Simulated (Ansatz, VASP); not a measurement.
**SnSe in VASP and in Ansatz**

```
Sn Se
1.0
     4.22201    4.22201    0.00000
     4.22201   -4.22201    0.00000
     0.00000    0.00000   -5.97110
Sn Se
4 4
Cartesian
  6.3374 -0.0026 -4.4774
  2.1195 -0.0051 -4.4761
  4.2261 -2.1136 -1.4917
  4.2222 2.1115 -1.4923
  2.1084 0.0016 -1.4946
  6.3270 0.0034 -1.4944
  4.2185 2.1117 -4.4789
  4.2169 -2.1070 -4.4790
```

Change from the starting cell: atom 6 moved 0.75 Å; relaxed back.

Alike in both runs: functional PBE; dispersion D3(BJ); k mesh 4 × 4 × 4; occupations gaussian, width 0.03 eV; no spin polarisation.

Ansatz relaxed the structure, and its values are those at the end. VASP's run is a single point on that final structure, the one shown.

|  | VASP | Ansatz |
| --- | --- | --- |
| version | VASP 6.6.1 | Ansatz 0.2.0 |
| potentials or method | VASP PAW PBE potentials, release 64 (Sn_d, Se), cutoff 520 eV | scalar-relativistic, plane waves, PAW |
| valence electrons in the cell | 80 | 120 |

|  | VASP | Ansatz | Ansatz less VASP |
| --- | --- | --- | --- |
| gap on the k mesh at the Fermi level (eV) | 0.69 | 0.69 | -0.001 |
| least direct gap on the mesh (eV) | 0.69 | 0.69 | -0.001 |
| pressure (GPa) | -0.1 | -0.1 | -0.01 |
| rms of the force components (eV/Å) | 0.003 | 0.003 | -0.0002 |

VASP's potentials hold 80 valence electrons a cell and Ansatz's 120, so a difference there can come from the potentials and not from the codes. Ansatz's warnings: stress scf threshold loose.
